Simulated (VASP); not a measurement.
A run of VASP 6.6.1 is set up as follows.

File INCAR:

```
PREC = Accurate
ENCUT = 520
EDIFF = 1E-6
ISMEAR = -1
SIGMA = 0.05
LREAL = F
LASPH = T
NELM = 60
ALGO = Normal
ISIF = 2
LWAVE = F
LCHARG = T
GGA = PE
LELF = T
LVHAR = T
NBANDS = 11
```

Contents of KPOINTS:

```
Automatic mesh
0
Gamma
  14 14 14
```

POSCAR

```
BP
1.0
    0.0000000000      2.2690000000      2.2690000000
    2.2690000000      0.0000000000      2.2690000000
    2.2690000000      2.2690000000      0.0000000000
P B
1 1
Direct
    0.7500000000      0.7500000000      0.7500000000
    0.0000000000      0.0000000000      0.0000000000
```

Potentials or basis: VASP PAW PBE potentials, release 64 (P, B).

Command:

```console
$ cat potpaw_PBE.64/P/POTCAR potpaw_PBE.64/B/POTCAR > POTCAR
$ mpirun -np 1 vasp_std > vasp.out
```

Problem. Estimate the band gap on the k mesh.

Solution. 1.24 eV, indirect (least direct gap 3.40 eV).

Problem. Estimate the pressure.

Solution. 0.9 GPa.

A k mesh can miss the band edges. As with any semilocal functional, this PBE gap is likely too small.
